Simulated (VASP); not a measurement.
# Cr (P6_3/mmc) in VASP: notebook

Runs on Cr. Level: r2SCAN. Tasks: single point.

All numbers are computed with VASP 6.6.1; they aren't measurements. Logs are shortened: lines on timing, memory, paths and dates and some standing lists are left out, and cuts for length are marked.

**1. The cell of the first run**

Symmetry: P6_3/mmc, No. 194, hexagonal system. The conventional cell has a = 2.469 Å, b = 2.469 Å, c = 4.516 Å, α = 90.00°, β = 90.00°, γ = 120.00°. Cr (site symmetry -6m2) has 12 Cr at 2.47 to 2.67 Å within 3.3 Å.

This isn't the form of Cr at room conditions, which is bcc.

**2. Single point, r2SCAN, collinear spin, ferromagnetic start**

The input, POSCAR:

```
Cr
1.0
    2.4686090884      0.0000000000      0.0000000000
   -1.2343045442      2.1378781826      0.0000000000
    0.0000000000      0.0000000000      4.5160875171
Cr
2
Direct
    0.3333333333      0.6666666667      0.7500000000
    0.6666666667      0.3333333333      0.2500000000
```

The input, INCAR.step1:

```
SYSTEM = Cr
  ALGO = Normal
  EDIFF = 1E-4
  ENCUT = 520
  GGA = PE
  ISMEAR = 0
  ISPIN = 2
  LASPH = .True.
  LCHARG = .False.
  LMAXMIX = 4
  LREAL = .False.
  LWAVE = .True.
  MAGMOM = 2 2
  NBANDS = 23
  NELM = 150
  PREC = Accurate
  SIGMA = 0.05
```

The input, INCAR.step2:

```
SYSTEM = Cr
  ALGO = Normal
  EDIFF = 1E-6
  ENCUT = 520
  ISIF = 2
  ISMEAR = 0
  ISPIN = 2
  ISTART = 1
  LASPH = .True.
  LCHARG = .False.
  LMAXMIX = 4
  LMIXTAU = .True.
  LORBIT = 11
  LREAL = .False.
  LWAVE = .False.
  MAGMOM = 2 2
  METAGGA = R2SCAN
  NBANDS = 23
  NELM = 150
  PREC = Accurate
  SIGMA = 0.05
```

The input, KPOINTS:

```
k-points
0
Gamma
  20 20 10
  0 0 0
```

Potentials or basis: VASP PAW PBE potentials, release 64 (Cr_pv).

Command:

```bash
> cat potpaw_PBE.64/Cr_pv/POTCAR > POTCAR
> cp INCAR.step1 INCAR
> mpirun -np 1 vasp_std > vasp.out
> cp INCAR.step2 INCAR
> mpirun -np 1 vasp_std > vasp.out
```

OUTCAR:

```text
SYSTEM = Cr
   EDIFF = 1E-6
   ENCUT = 520
   ISIF = 2
   ISMEAR = 0
   ISPIN = 2
   ISTART = 1
   LASPH = .True.
   LORBIT = 11
   LREAL = .False.
   METAGGA = R2SCAN
   NELM = 150
   PREC = Accurate

 ion  position               nearest neighbor table
   1  0.333  0.667  0.750-   2 2.67   2 2.67   2 2.67   2 2.67   2 2.67   2 2.67
   2  0.667  0.333  0.250-   1 2.67   1 2.67   1 2.67   1 2.67   1 2.67   1 2.67

  LATTYP: Found a hexagonal cell.
 ALAT       =     2.4686090884
 C/A-ratio  =     1.8294056918

  Lattice vectors:

 A1 = (   2.4686090884,   0.0000000000,   0.0000000000)
 A2 = (  -1.2343045442,   2.1378781826,   0.0000000000)
 A3 = (   0.0000000000,   0.0000000000,   4.5160875171)

Analysis of symmetry for initial positions (statically):
=====================================================================
 Subroutine PRICEL returns:
 Original cell was already a primitive cell.

 Routine SETGRP: Setting up the symmetry group for a
 hexagonal supercell.

 Subroutine GETGRP returns: Found 24 space group operations
 (whereof 12 operations were pure point group operations)
 out of a pool of 24 trial point group operations.

The static configuration has the point symmetry D_3d.
 The point group associated with its full space group is D_6h.

Analysis of symmetry for dynamics (positions and initial velocities):
=====================================================================
 Subroutine PRICEL returns:
 Original cell was already a primitive cell.

 Routine SETGRP: Setting up the symmetry group for a
 hexagonal supercell.

 Subroutine GETGRP returns: Found 24 space group operations
 (whereof 12 operations were pure point group operations)
 out of a pool of 24 trial point group operations.

The dynamic configuration has the point symmetry D_3d.
 The point group associated with its full space group is D_6h.

Analysis of structural, dynamic, and magnetic symmetry:
=====================================================================
 Subroutine PRICEL returns:
 Original cell was already a primitive cell.

 Routine SETGRP: Setting up the symmetry group for a
 hexagonal supercell.

 Subroutine GETGRP returns: Found 24 space group operations
 (whereof 12 operations were pure point group operations)
 out of a pool of 24 trial point group operations.

The overall configuration has the point symmetry D_3d.
 The point group associated with its full space group is D_6h.

 Subroutine INISYM returns: Found 24 space group operations
 (whereof 12 operations are pure point group operations),
 and found     1 'primitive' translations

----------------------------------------------------------------------------------------

                                     Primitive cell

  volume of cell :      23.8340

  direct lattice vectors                    reciprocal lattice vectors
     2.468609088  0.000000000  0.000000000     0.405086413  0.233876749  0.000000000
    -1.234304544  2.137878183  0.000000000     0.000000000  0.467753499  0.000000000
     0.000000000  0.000000000  4.516087517     0.000000000  0.000000000  0.221430607

  length of vectors
     2.468609088  2.468609088  4.516087517     0.467753499  0.467753499  0.221430607

  position of ions in fractional coordinates (direct lattice)
     0.333333333  0.666666667  0.750000000
     0.666666667  0.333333333  0.250000000

  ion indices of the primitive-cell ions
   primitive index   ion index
                 1           1
                 2           2

----------------------------------------------------------------------------------------

 KPOINTS: k-points

Automatic generation of k-mesh.
 Grid dimensions read from file:
 generate k-points for:   20   20   10

 Generating k-lattice:

  Cartesian coordinates                     Fractional coordinates (reciprocal lattice)
     0.020254321  0.011693837  0.000000000     0.050000000  0.000000000  0.000000000
     0.000000000  0.023387675  0.000000000     0.000000000  0.050000000  0.000000000
     0.000000000  0.000000000  0.022143061     0.000000000  0.000000000  0.100000000

  Length of vectors
     0.023387675  0.023387675  0.022143061

  Shift w.r.t. Gamma in fractional coordinates (k-lattice)
     0.000000000  0.000000000  0.000000000

 Subroutine IBZKPT returns following result:
 ===========================================

 Found    264 irreducible k-points:

 Following reciprocal coordinates:
            Coordinates               Weight
  0.000000  0.000000  0.000000      1.000000
  0.050000 -0.000000  0.000000      6.000000
  0.100000 -0.000000  0.000000      6.000000
  0.150000  0.000000  0.000000      6.000000
  0.200000 -0.000000  0.000000      6.000000
  0.250000  0.000000  0.000000      6.000000
[... 16 lines left out ...]
  0.200000  0.100000  0.000000     12.000000
  0.250000  0.100000  0.000000     12.000000
 [... further k-points ...]
   k-points           NKPTS =    264   k-points in BZ     NKDIM =    264   number of bands    NBANDS=     23
   number of dos      NEDOS =    301   number of ions     NIONS =      2
   total plane-waves  NPLWV =  11664
   dimension x,y,z NGX =    18 NGY =   18 NGZ =   36
   dimension x,y,z NGXF=    36 NGYF=   36 NGZF=   72
   ions per type =               2
   NGX,Y,Z   is equivalent  to a cutoff of  12.12, 12.12, 13.25 a.u.
   NGXF,Y,Z  is equivalent  to a cutoff of  24.24, 24.24, 26.50 a.u.
 SYSTEM =  Cr
   PREC   = accura    normal or accurate (medium, high low for compatibility)
   ISTART =      1    job   : 0-new  1-cont  2-samecut
   ICHARG =      0    charge: 1-file 2-atom 10-const
   ISPIN  =      2    spin polarized calculation?
   LNONCOLLINEAR =      F non collinear calculations
   LSORBIT =      F    spin-orbit coupling
   LASPH  =      T    aspherical Exc in radial PAW
   ENCUT  =  520.0 eV  38.22 Ry    6.18 a.u.   4.59  4.59  8.40*2*pi/ulx,y,z
   NELM   =    150;   NELMIN=  2; NELMDL=  0     # of ELM steps
   EDIFF  = 0.1E-05   stopping-criterion for ELM
   LREAL  =      F    real-space projection
   EDIFFG = 0.1E-04   stopping-criterion for IOM
   NSW    =      0    number of steps for IOM
   IBRION =     -1    ionic relax: 0-MD 1-quasi-New 2-CG
   NFREE  =      0    steps in history (QN), initial steepest desc. (CG)
   ISIF   =      2    stress and relaxation
   ISYM   =      2    0-nonsym 1-usesym 2-fastsym
   POTIM  = 0.5000    time-step for ionic-motion
   TEBEG  =    0.0;   TEEND  =   0.0 temperature during run
   PSTRESS=    0.0 pullay stress
   NELECT =      24.0000    total number of electrons
   NUPDOWN=      -1.0000    fix difference up-down
   EMIN   =  10.00;   EMAX   =-10.00  energy-range for DOS
   EFERMI =   0.00;   METHOD = LEGACY
   ISMEAR =     0;   SIGMA  =   0.05  broadening in eV -4-tet -1-fermi 0-gaus
   EFERMI_NEDOS =   21; number of points for ismear=-14 and -15
   IALGO  =     38    algorithm
   IMIX   =      4    mixing-type and parameters
     AMIX     =   0.40;   BMIX     =  1.00
     AMIX_MAG =   1.60;   BMIX_MAG =  1.00
  volume/ion in A,a.u.               =      11.92        80.42
  Fermi-wavevector in a.u.,A,eV,Ry     =   1.640890  3.100832 36.633942  2.692519
  Thomas-Fermi vector in A             =   2.731452
   LORBIT       =     11    0 simple, 1 ext, 2 COOP (PROOUT), +10 PAW based schemes
   METAGGA = R2SCAN    functional components
   LHFCALC =     F    Hartree Fock is set to
   AEXX    =    0.0000 exact exchange contribution
   IVDW    =     0    specifies the selected vdW correction
   LEPSILON=     F    determine dielectric tensor
   LRPA    =     F    only Hartree local field effects (RPA)
 spin polarized calculation
 Gauss-broadening in eV      SIGMA  =   0.05
  energy-cutoff  :      520.00
  volume of cell :       23.83
 maximum number of plane-waves:       662
   NGX =  9   NGY =  9   NGZ = 17

 number of electron      23.9999994 magnetization      -0.0000001

 number of electron      23.9999994 magnetization       0.0000003

 Free energy of the ion-electron system (eV)
  ---------------------------------------------------
  ext. energy  EPLUGINS =         0.00000000
  ---------------------------------------------------
  free energy    TOTEN  =       -28.68070061 eV

  energy without entropy =      -28.67794280  energy(sigma->0) =      -28.67932170

 E-fermi :  10.3818     XC(G=0): -14.7441

 val. band max:       10.3756173191   @ k =   0.0500  -0.0000   0.0000
 cond. band min:      10.3828572058   @ k =   0.2500   0.2000   0.2000
 fundamental gap:      0.0072398867
 Fermi energy:        10.3817772348

 spin component 1

 k-point     1 :       0.0000    0.0000    0.0000
  band No.  band energies     occupation
      1     -34.5718      1.00000
      2     -33.9197      1.00000
      3     -33.7007      1.00000
      4     -33.7007      1.00000
      5     -33.6439      1.00000
      6     -33.6439      1.00000
[... 15 lines left out ...]
     22      30.5251      0.00000
     23      31.4020      0.00000

 k-point     2 :       0.0500   -0.0000    0.0000
  band No.  band energies     occupation
      1     -34.5646      1.00000
      2     -33.9198      1.00000
      3     -33.7240      1.00000
      4     -33.7068      1.00000
      5     -33.6677      1.00000
      6     -33.6483      1.00000
[... 15 lines left out ...]
     22      30.6584      0.00000
     23      31.3291      0.00000

 k-point     3 :       0.1000   -0.0000    0.0000
  band No.  band energies     occupation
      1     -34.5435      1.00000
      2     -33.9205      1.00000
      3     -33.7918      1.00000
      4     -33.7364      1.00000
      5     -33.7244      1.00000
      6     -33.6610      1.00000
[... 15 lines left out ...]
     22      30.9184      0.00000
     23      31.0350      0.00000
[... 495 lines left out ...]
 k-point    23 :       0.2000    0.1000    0.0000
  band No.  band energies     occupation
      1     -34.3977      1.00000
      2     -34.1885      1.00000
      3     -34.1486      1.00000
      4     -33.9354      1.00000
      5     -33.8462      1.00000
      6     -33.7745      1.00000
[... 15 lines left out ...]
     22      26.2021      0.00000
     23      28.7312      0.00000

 k-point    24 :       0.2500    0.1000    0.0000
  band No.  band energies     occupation
      1     -34.3438      1.00000
      2     -34.3219      1.00000
      3     -34.2669      1.00000
      4     -33.9466      1.00000
      5     -33.8920      1.00000
      6     -33.8099      1.00000
[... 15 lines left out ...]
     22      24.3829      0.00000
     23      27.8695      0.00000

 [... further k-points ...]

 spin component 2

 k-point     1 :       0.0000    0.0000    0.0000
  band No.  band energies     occupation
      1     -34.5718      1.00000
      2     -33.9197      1.00000
      3     -33.7007      1.00000
      4     -33.7007      1.00000
      5     -33.6439      1.00000
      6     -33.6439      1.00000
[... 15 lines left out ...]
     22      30.5251      0.00000
     23      31.4020      0.00000

 k-point     2 :       0.0500   -0.0000    0.0000
  band No.  band energies     occupation
      1     -34.5646      1.00000
      2     -33.9198      1.00000
      3     -33.7240      1.00000
      4     -33.7068      1.00000
      5     -33.6677      1.00000
      6     -33.6483      1.00000
[... 15 lines left out ...]
     22      30.6584      0.00000
     23      31.3291      0.00000

 k-point     3 :       0.1000   -0.0000    0.0000
  band No.  band energies     occupation
      1     -34.5435      1.00000
      2     -33.9205      1.00000
      3     -33.7918      1.00000
      4     -33.7364      1.00000
      5     -33.7244      1.00000
      6     -33.6610      1.00000
[... 15 lines left out ...]
     22      30.9184      0.00000
     23      31.0350      0.00000
[... 495 lines left out ...]
 k-point    23 :       0.2000    0.1000    0.0000
  band No.  band energies     occupation
      1     -34.3977      1.00000
      2     -34.1885      1.00000
      3     -34.1486      1.00000
      4     -33.9354      1.00000
      5     -33.8462      1.00000
      6     -33.7745      1.00000
[... 15 lines left out ...]
     22      26.2021      0.00000
     23      28.7312      0.00000

 k-point    24 :       0.2500    0.1000    0.0000
  band No.  band energies     occupation
      1     -34.3438      1.00000
      2     -34.3219      1.00000
      3     -34.2669      1.00000
      4     -33.9466      1.00000
      5     -33.8920      1.00000
      6     -33.8099      1.00000
[... 15 lines left out ...]
     22      24.3829      0.00000
     23      27.8695      0.00000

 [... further k-points ...]

------------------------ aborting loop because EDIFF is reached ----------------------------------------

  FORCE on cell =-STRESS in cart. coord.  units (eV):
  Direction    XX          YY          ZZ          XY          YZ          ZX
  --------------------------------------------------------------------------------------
  -------------------------------------------------------------------------------------
  Total       -0.5784642     -0.5784642     -0.6304968      0.0000000      0.0000000      0.0000000
  in kB      -38.8856544    -38.8856544    -42.3834019      0.0000000      0.0000000      0.0000000
  external PRESSURE =     -40.0515703 kB  Pullay stress =       0.0000000 kB

 VOLUME and BASIS-vectors are now :
 -----------------------------------------------------------------------------
  energy-cutoff  :      520.00
  volume of cell :       23.83
      direct lattice vectors                 reciprocal lattice vectors
     2.468609088  0.000000000  0.000000000     0.405086413  0.233876749  0.000000000
    -1.234304544  2.137878183  0.000000000     0.000000000  0.467753499  0.000000000
     0.000000000  0.000000000  4.516087517     0.000000000  0.000000000  0.221430607

 POSITION                                       TOTAL-FORCE (eV/Angst)
 -----------------------------------------------------------------------------------
     -0.00000      1.42525      3.38707         0.000000     -0.000000      0.000000
      1.23430      0.71263      1.12902        -0.000000      0.000000      0.000000
 -----------------------------------------------------------------------------------
    total drift:                               -0.000000      0.000000     -0.000000

  FREE ENERGIE OF THE ION-ELECTRON SYSTEM (eV)
  ---------------------------------------------------
  free  energy   TOTEN  =       -28.6807006060 eV

  energy  without entropy=      -28.6779427988  energy(sigma->0) =      -28.67932170

 total charge

# of ion       s       p       d       tot
------------------------------------------
    1        0.701   6.390   4.171  11.263
    2        0.701   6.390   4.171  11.263
--------------------------------------------------
tot          1.403  12.781   8.342  22.526

 magnetization (x)

# of ion       s       p       d       tot
------------------------------------------
    1        0.000  -0.000   0.000   0.000
    2        0.000  -0.000   0.000   0.000
--------------------------------------------------
tot          0.000  -0.000   0.000   0.000
```

Run time: 7.6 min. Hardware: 1 thread of Intel Xeon 6975P-C (Granite Rapids), shared host; peak memory 0.3 GiB.

Results:

* Free energy: -28.6807 eV
* Pressure: -4.0 GPa
* Band gap on the k mesh: zero (filled and empty bands overlap)
* Net moment: 0.00 μB per cell
* Valence electrons inside the program's atomic spheres: Cr 11.26

Caveat: the cell stands under tension; the moments typed at the start vanished in this run; the PAW data sets were made with another functional, which shifts forces and pressure a little.

**3. Single point, r2SCAN**

This run uses another cell than the first one, of 11.69 Å³/atom.

The input, POSCAR:

```
Cr
1.0
    2.4551685140      0.0000000000      0.0000000000
   -1.2275842570      2.1262383037      0.0000000000
    0.0000000000      0.0000000000      4.4790908306
Cr
2
Direct
    0.3333333333      0.6666666667      0.7500000000
    0.6666666667      0.3333333333      0.2500000000
```

The input, INCAR.step1:

```
PREC = Accurate
ENCUT = 520
ISMEAR = 0
SIGMA = 0.05
LREAL = False
LASPH = True
NELM = 100
NBANDS = 19
GGA = PE
ALGO = Normal
EDIFF = 1E-4
LWAVE = True
LCHARG = False
```

The input, INCAR.step2:

```
PREC = Accurate
ENCUT = 520
EDIFF = 1E-6
ISMEAR = 0
SIGMA = 0.05
LREAL = False
LASPH = True
NELM = 100
ALGO = Normal
ISIF = 2
LWAVE = False
LCHARG = False
METAGGA = R2SCAN
LMIXTAU = True
NBANDS = 19
ISTART = 1
```

The input, KPOINTS:

```
regular mesh
0
Gamma
  20 20 10
```

Potentials or basis: VASP PAW PBE potentials, release 64 (Cr_pv).

Command:

```bash
> cat potpaw_PBE.64/Cr_pv/POTCAR > POTCAR
> cp INCAR.step1 INCAR
> mpirun -np 1 vasp_std > vasp.out
> cp INCAR.step2 INCAR
> mpirun -np 1 vasp_std > vasp.out
```

Wall time 5.4 min (1 thread of Intel Xeon Platinum 8488C (Sapphire Rapids), shared host); peak memory 0.21 GiB.

It converged, with:

```
Free energy            : -28.6855 eV
Pressure               : 0.7 GPa
Band gap on the k mesh : zero (bands 12 and 13 overlap by 1.52 eV)
```

Levels at points of the mesh, in eV from the Fermi level:
```
           k point  band 9  band 10  band 11  band 12  band 13  band 14  band 15  band 16
(0.00, 0.00, 0.00)   -1.59    -0.74    -0.39    -0.39    -0.07    -0.07     1.35     1.35
(0.50, 0.00, 0.00)   -3.64    -1.05    -0.75    -0.50     0.06     2.49     3.03     3.14
(0.00, 0.00, 0.50)   -2.00    -2.00    -0.35    -0.35    -0.35    -0.35     2.02     2.02
(0.50, 0.00, 0.50)   -2.75    -2.75     1.15     1.15     1.21     1.21     3.09     3.09
```

Caveat: the PAW data sets were made with another functional, which shifts forces and pressure a little; the run has no spin polarisation, though such a crystal can be magnetic. Spin polarisation is off, so any magnetic state and its effect on volume and gap are missing.

[end of part 1 of 2]
